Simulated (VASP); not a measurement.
# WC (P-6m2) in VASP: further runs

Runs on WC. Level: PBE. Tasks: single point.

All numbers are computed with VASP 6.6.1; they aren't measurements. Logs are shortened: lines on timing, memory, paths and dates and some standing lists are left out, and cuts for length are marked.

## 1. The cell of the first run

Symmetry: P-6m2, No. 187, hexagonal system. The conventional cell has a = 2.922 Å, b = 2.922 Å, c = 2.847 Å, α = 90.00°, β = 90.00°, γ = 120.00°. W (site symmetry -6m2) has 6 C at 2.21 Å and 8 W at 2.85 to 2.92 Å within 3.0 Å. Within 3.0 Å of C (site symmetry -6m2) lie 6 W at 2.21 Å and 8 C at 2.85 to 2.92 Å.

## 2. Single point, PBE

INCAR

```
  ALGO = Normal
  EDIFF = 1E-6
  ENCUT = 1300
  GGA = PE
  GGA_COMPAT = F
  ISIF = 2
  ISMEAR = 0
  LASPH = T
  LCHARG = F
  LREAL = F
  LWAVE = F
  NBANDS = 26
  NELM = 120
  PREC = Accurate
  SIGMA = 0.2
```

KPOINTS

```
k-points
0
Gamma
  8 8 4
```

POSCAR

```
WC
1.0
    0.0000000000      0.0000000000      2.8465286936
    2.9222431135      0.0000000000      0.0000000000
    0.0000000000      5.0614735447      0.0000000000
W C
2 2
Direct
    1.0000000000      0.5000000000      0.5000000000
    0.0000000000      0.0000000000      0.0000000000
    0.5000000000      0.5000000000      0.1666666667
    0.5000000000      1.0000000000      0.6666666667
```

Potentials or basis: VASP PAW PBE potentials, release 64 (W_sv, C_h).

On the command line:

```bash
> cat potpaw_PBE.64/W_sv/POTCAR potpaw_PBE.64/C_h/POTCAR > POTCAR
> mpirun -np 1 vasp_std > vasp.out
```

OUTCAR:

```text
EDIFF = 1E-6
   ENCUT = 1300
   GGA = PE
   ISIF = 2
   ISMEAR = 0
   LASPH = T
   LREAL = F
   NELM = 120
   PREC = Accurate

 ion  position               nearest neighbor table
   1  0.000  0.500  0.500-   3 2.21   3 2.21   4 2.21   4 2.21   4 2.21   4 2.21   2 2.92   2 2.92
                             2 2.92   2 2.92
   2  0.000  0.000  0.000-   4 2.21   4 2.21   3 2.21   3 2.21   3 2.21   3 2.21   1 2.92   1 2.92
                             1 2.92   1 2.92
   3  0.500  0.500  0.167-   1 2.21   1 2.21   2 2.21   2 2.21   2 2.21   2 2.21
   4  0.500  0.000  0.667-   2 2.21   2 2.21   1 2.21   1 2.21   1 2.21   1 2.21

  LATTYP: Found a simple orthorhombic cell.
 ALAT       =     2.8465286936
 B/A-ratio  =     1.0265988606
 C/A-ratio  =     1.7781213856

  Lattice vectors:

 A1 = (   0.0000000000,   0.0000000000,   2.8465286936)
 A2 = (   2.9222431135,   0.0000000000,   0.0000000000)
 A3 = (   0.0000000000,   5.0614735447,   0.0000000000)

Analysis of symmetry for initial positions (statically):
=====================================================================
 Subroutine PRICEL returns following result:

  LATTYP: Found a hexagonal cell.
 ALAT       =     2.9222431135
 C/A-ratio  =     0.9740903077

  Lattice vectors:

 A1 = (  -2.9222431135,  -0.0000000000,   0.0000000000)
 A2 = (   1.4611215568,  -2.5307367723,   0.0000000000)
 A3 = (   0.0000000000,   0.0000000000,   2.8465286936)

   2 primitive cells build up your supercell.

 Routine SETGRP: Setting up the symmetry group for a
 simple orthorhombic supercell.

 Subroutine GETGRP returns: Found  4 space group operations
 (whereof  4 operations were pure point group operations)
 out of a pool of  8 trial point group operations.

The static configuration has the point symmetry C_2v.

Analysis of symmetry for dynamics (positions and initial velocities):
=====================================================================
 Subroutine PRICEL returns following result:

  LATTYP: Found a hexagonal cell.
 ALAT       =     2.9222431135
 C/A-ratio  =     0.9740903077

  Lattice vectors:

 A1 = (  -2.9222431135,  -0.0000000000,   0.0000000000)
 A2 = (   1.4611215568,  -2.5307367723,   0.0000000000)
[... 104 lines left out ...]
   ICHARG =      2    charge: 1-file 2-atom 10-const
   ISPIN  =      1    spin polarized calculation?
   LNONCOLLINEAR =      F non collinear calculations
   LSORBIT =      F    spin-orbit coupling
   LASPH  =      T    aspherical Exc in radial PAW
   ENCUT  = 1300.0 eV  95.55 Ry    9.77 a.u.   8.37  8.59 14.88*2*pi/ulx,y,z
   NELM   =    120;   NELMIN=  2; NELMDL= -5     # of ELM steps
   EDIFF  = 0.1E-05   stopping-criterion for ELM
   LREAL  =      F    real-space projection
   EDIFFG = 0.1E-04   stopping-criterion for IOM
   NSW    =      0    number of steps for IOM
   IBRION =     -1    ionic relax: 0-MD 1-quasi-New 2-CG
   NFREE  =      0    steps in history (QN), initial steepest desc. (CG)
   ISIF   =      2    stress and relaxation
   ISYM   =      2    0-nonsym 1-usesym 2-fastsym
   POTIM  = 0.5000    time-step for ionic-motion
   TEBEG  =    0.0;   TEEND  =   0.0 temperature during run
   PSTRESS=    0.0 pullay stress
   NELECT =      36.0000    total number of electrons
   NUPDOWN=      -1.0000    fix difference up-down
   EMIN   =  10.00;   EMAX   =-10.00  energy-range for DOS
   EFERMI =   0.00;   METHOD = LEGACY
   ISMEAR =     0;   SIGMA  =   0.20  broadening in eV -4-tet -1-fermi 0-gaus
   EFERMI_NEDOS =   21; number of points for ismear=-14 and -15
   IALGO  =     38    algorithm
   IMIX   =      4    mixing-type and parameters
     AMIX     =   0.40;   BMIX     =  1.00
     AMIX_MAG =   1.60;   BMIX_MAG =  1.00
  volume/ion in A,a.u.               =      10.53        71.03
  Fermi-wavevector in a.u.,A,eV,Ry     =   1.553839  2.936330 32.850122  2.414416
  Thomas-Fermi vector in A             =   2.658012
   LORBIT       =      0    0 simple, 1 ext, 2 COOP (PROOUT), +10 PAW based schemes
   GGA     = PE    functional components
   LHFCALC =     F    Hartree Fock is set to
   AEXX    =    0.0000 exact exchange contribution
   IVDW    =     0    specifies the selected vdW correction
   LEPSILON=     F    determine dielectric tensor
   LRPA    =     F    only Hartree local field effects (RPA)
 non-spin polarized calculation
 Gauss-broadening in eV      SIGMA  =   0.20
  energy-cutoff  :     1300.00
  volume of cell :       42.10
 maximum number of plane-waves:      4516
 NGX is ok and might be reduce to    36

 number of electron      36.0000001 magnetization

 Free energy of the ion-electron system (eV)
  ---------------------------------------------------
  ext. energy  EPLUGINS =         0.00000000
  ---------------------------------------------------
  free energy    TOTEN  =       -44.92513563 eV

  energy without entropy =      -44.91538654  energy(sigma->0) =      -44.92026108

 E-fermi :  11.2608     XC(G=0): -13.7539

 val. band max:       11.1982376598   @ k =   0.3750   0.0000   0.2500
 cond. band min:      11.2999496003   @ k =   0.0000   0.0000   0.0000
 fundamental gap:      0.1017119405
 Fermi energy:        11.2607888534

 k-point     1 :       0.0000    0.0000    0.0000
  band No.  band energies     occupation
      1     -62.8276      2.00000
      2     -62.7736      2.00000
      3     -27.4786      2.00000
      4     -26.8918      2.00000
      5     -26.8097      2.00000
      6     -26.7114      2.00000
[... 685 lines left out ...]
     25      19.8834      0.00000
     26      19.8834      0.00000

 [... further k-points ...]

------------------------ aborting loop because EDIFF is reached ----------------------------------------

  FORCE on cell =-STRESS in cart. coord.  units (eV):
  Direction    XX          YY          ZZ          XY          YZ          ZX
  --------------------------------------------------------------------------------------
  -------------------------------------------------------------------------------------
  Total        0.2906370      0.3326859      0.0883243      0.0000000      0.0000000      0.0000000
  in kB       11.0599342     12.6600714      3.3611051      0.0000000      0.0000000      0.0000000
  external PRESSURE =       9.0270369 kB  Pullay stress =       0.0000000 kB

 VOLUME and BASIS-vectors are now :
 -----------------------------------------------------------------------------
  energy-cutoff  :     1300.00
  volume of cell :       42.10
      direct lattice vectors                 reciprocal lattice vectors
     0.000000000  0.000000000  2.846528694     0.000000000  0.000000000  0.351305083
     2.922243113  0.000000000  0.000000000     0.342202877  0.000000000  0.000000000
     0.000000000  5.061473545  0.000000000     0.000000000  0.197570923  0.000000000

 POSITION                                       TOTAL-FORCE (eV/Angst)
 -----------------------------------------------------------------------------------
      1.46112      2.53074      0.00000        -0.000000      0.008848     -0.000000
      0.00000      0.00000      0.00000        -0.000000      0.008848     -0.000000
      1.46112      0.84358      1.42326         0.000000     -0.008848      0.000000
      0.00000      3.37432      1.42326        -0.000000     -0.008848      0.000000
 -----------------------------------------------------------------------------------
    total drift:                                0.000000     -0.000025      0.000000

  FREE ENERGIE OF THE ION-ELECTRON SYSTEM (eV)
  ---------------------------------------------------
  free  energy   TOTEN  =       -44.9251356272 eV

  energy  without entropy=      -44.9153865377  energy(sigma->0) =      -44.92026108
```

Run time: 2.4 min. Hardware: 1 thread of Intel Xeon Platinum 8375C at 2.90GHz (Ice Lake), shared host; peak memory 0.45 GiB.

What came out:

| Item | Value |
| --- | --- |
| Free energy | -44.9251 eV |
| Pressure | 0.9 GPa |
| Largest force | 0.009 eV/Å |
| Band gap on the k mesh | zero (bands 18 and 19 overlap by 0.85 eV) |

Forces on the atoms (eV/Å):
```
W    0.000  0.009  0.000
W    0.000  0.009  0.000
C    0.000 -0.009  0.000
C    0.000 -0.009  0.000
```

Caveat: spin-orbit coupling is left out, which moves the levels of the heavy elements.

## 3. Single point, PBE, non-collinear spin, zero start, spin-orbit coupling

This run uses another cell than the first one: it holds 2 atoms, not 4.

INCAR

```
SYSTEM = WC
  ALGO = Normal
  EDIFF = 1E-7
  ENCUT = 520
  GGA = PE
  GGA_COMPAT = .False.
  ISIF = 2
  ISMEAR = 0
  KPAR = 4
  LASPH = .True.
  LCHARG = .False.
  LMAXMIX = 4
  LORBIT = 11
  LORBMOM = .True.
  LREAL = .False.
  LSORBIT = .True.
  LWAVE = .False.
  MAGMOM = 0 0 0 0 0 0
  NBANDS = 30
  NELM = 150
  PREC = Accurate
  SIGMA = 0.1
```

KPOINTS

```
k-points
0
Gamma
  24 24 20
  0 0 0
```

POSCAR

```
WC
1.0
    2.9222431135      0.0000000000      0.0000000000
   -1.4611215567      2.5307367724      0.0000000000
    0.0000000000      0.0000000000      2.8465286936
W C
1 1
Direct
    0.0000000000      0.0000000000      0.0000000000
    0.6666666667      0.3333333333      0.5000000000
```

Potentials or basis: VASP PAW PBE potentials, release 64 (W_sv, C).

On the command line:

```bash
> cat potpaw_PBE.64/W_sv/POTCAR potpaw_PBE.64/C/POTCAR > POTCAR
> mpirun -np 4 vasp_ncl > vasp.out
```

It took 5 min on 4 MPI ranks of Intel Xeon Platinum 8259CL at 2.50GHz (Skylake/Cascade Lake), shared host; peak memory 1 GiB.

Results (log left out):

| Property | Result |
| --- | --- |
| Free energy | -23.2028 eV |
| Pressure | 1.7 GPa |
| Net moment | 0.00 μB per cell |
| Valence electrons inside the program's atomic spheres | W 12.15; C 2.42 |

Stress tensor (GPa, compression positive):
```
1.65 0.00 0.00
0.00 1.65 0.00
0.00 0.00 1.94
```

Moments on the atoms (μB; x, y, z):
```
W   0.00 0.00 0.00
C   0.00 0.00 0.00
```

The gap in the log of VASP goes by the Fermi energy; the results here count the filled bands.